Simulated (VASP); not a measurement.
Runs of VASP 6.6.1 on PbF2 (Fluorocronite). It takes space group Fm-3m (No. 225, cubic). Conventional cell: a = 5.927 Å, b = 5.927 Å, c = 5.927 Å, α = 90.00°, β = 90.00°, γ = 90.00°. Within 3.4 Å of Pb (site symmetry m-3m) lie 8 F at 2.57 Å. F (site symmetry -43m) has 4 Pb at 2.57 Å and 6 F at 2.96 Å within 3.4 Å. 

| k mesh | gap on the mesh (eV) | pressure (GPa) |
| --- | --- | --- |
| 8 × 8 × 8 | 4.42 | 2.5 |
| 7 × 7 × 7 | 4.46 | 2.5 |
| 5 × 5 × 5 | (b) | 2.5 |
| 3 × 3 × 3 | 4.68 | 2.5 |
| 4 × 4 × 4 | 4.42 | 2.5 |
| 2 × 2 × 2 | (a) | 3.0 |

Alike in all rows: task single point; level PBE; potentials or basis VASP PAW PBE potentials, release 64 (Pb_d, F); no spin polarisation; cell as given; cutoff (eV) 520; smearing gaussian 0.01 eV.

Task: Estimate the missing entries.

Result: (a) 4.44; (b) 4.53.

Caveats: some runs use coarse meshes; spin-orbit coupling is left out, which moves the levels of the heavy elements.

A k mesh can miss the band edges, and the runs leave out spin-orbit coupling on Pb.
